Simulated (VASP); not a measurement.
Input of a VASP 6.6.1 run:

The input INCAR:

```
SYSTEM = CaF2
ALGO = Normal
EDIFF = 1E-8
ENCUT = 600
GGA = PS
GGA_COMPAT = .False.
IBRION = 8
ISIF = 2
ISMEAR = 0
LASPH = .True.
LCHARG = .True.
LEPSILON = .True.
LREAL = .False.
LWAVE = .False.
NBANDS = 19
NELM = 120
NSW = 1
PREC = Accurate
SIGMA = 0.01
```

Contents of KPOINTS:

```
k-points
0
Gamma
  8 8 8
  0 0 0
```

The input POSCAR:

```
CaF2
1.0
    0.0000000000      2.6204846986      2.6204846986
    2.6204846986      0.0000000000      2.6204846986
    2.6204846986      2.6204846986      0.0000000000
Ca F
1 2
Direct
    0.0000000000      0.0000000000      0.0000000000
    0.2500000000      0.2500000000      0.2500000000
    0.7500000000      0.7500000000      0.7500000000
```

Potentials or basis: VASP PAW PBE potentials, release 64 (Ca_sv, F).

Launch:

```bash
$ cat potpaw_PBE.64/Ca_sv/POTCAR potpaw_PBE.64/F/POTCAR > POTCAR
$ mpirun -np 1 vasp_std > vasp.out
```

(1) Estimate the electronic dielectric tensor (diagonal).

(2) Estimate the Born charges (mean of the diagonal).

(3) Predict the highest phonon frequency at Γ, LO-TO splitting left out.

Answers

(1) 2.39.

(2) Ca +2.40; F -1.20 e.

(3) 379 cm⁻¹.

Caveat: the cell stands under pressure or tension, which shifts response properties.
